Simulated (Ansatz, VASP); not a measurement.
One calculation of Sb, two programs

File INCAR:

```
PREC = Accurate
ENCUT = 520
EDIFF = 1E-7
ISMEAR = -1
SIGMA = 0.1
LREAL = False
LASPH = True
NELM = 80
ALGO = Normal
ISIF = 2
LWAVE = False
LCHARG = True
GGA = PE
LELF = True
LVHAR = True
NBANDS = 14
```

Contents of KPOINTS:

```
regular mesh
0
Gamma
  9 9 13
```

Contents of POSCAR:

```
Sb
1.0
    5.5764676144      0.0000000000      0.0000000000
   -2.7882338072      4.8293626175      0.0000000000
    0.0000000000      0.0000000000      3.3247392832
Sb
3
Direct
    0.0000000000      0.0000000000      1.0000000000
    0.3333333333      0.6666666667      0.5000000000
    0.6666666667      0.3333333333      0.5000000000
```

Input for Ansatz:

```yaml
crystal:
  lattice:
    - [5.5764676144, 0.0, 0.0]
    - [-2.7882338072, 4.8293626175, 0.0]
    - [0.0, 0.0, 3.3247392832]
  atoms:
    - { symbol: Sb, position: [0.0, 0.0, 1.0] }
    - { symbol: Sb, position: [0.3333333333, 0.6666666667, 0.5] }
    - { symbol: Sb, position: [0.6666666667, 0.3333333333, 0.5] }
hamiltonian:
  xc: pbe
  pseudopotentials:
    kind: paw
    azcp:
      Sb: "pseudopotentials/Sb.paw.azcp"
basis:
  ecutwfc: 420
  fft_grid_basis: typed
kpoints:
  mp_grid: { grid: [9, 9, 13], shift: [0, 0, 0] }
magnetization:
  spin_polarized: false
scf:
  occupations: { method: fermi_dirac, width: 0.1 }
output:
  stress: true
```

Alike in both runs: task single point; functional PBE; k mesh 9 × 9 × 13; occupations fermi-dirac, width 0.1 eV; no spin polarisation.

|  | VASP | Ansatz |
| --- | --- | --- |
| version | VASP 6.6.1 | Ansatz 0.2.0 |
| potentials or method | VASP PAW PBE potentials, release 64 (Sb), cutoff 520 eV | plane waves (420 eV) with PAW, scalar-relativistic |
| valence electrons in the cell | 15 | 45 |

```tsv
	VASP	Ansatz	Ansatz less VASP
pressure (GPa)	-4.0	-3.9	+0.11
traceless stress, the component that is largest in VASP (GPa)	-0.10	-0.11	-0.002
```

The functional is the same, so the differences come from potentials, cutoffs and numerics. VASP's potentials hold 15 valence electrons a cell and Ansatz's 45, so a difference there can come from the potentials and not from the codes.

Spin-orbit coupling is off throughout.
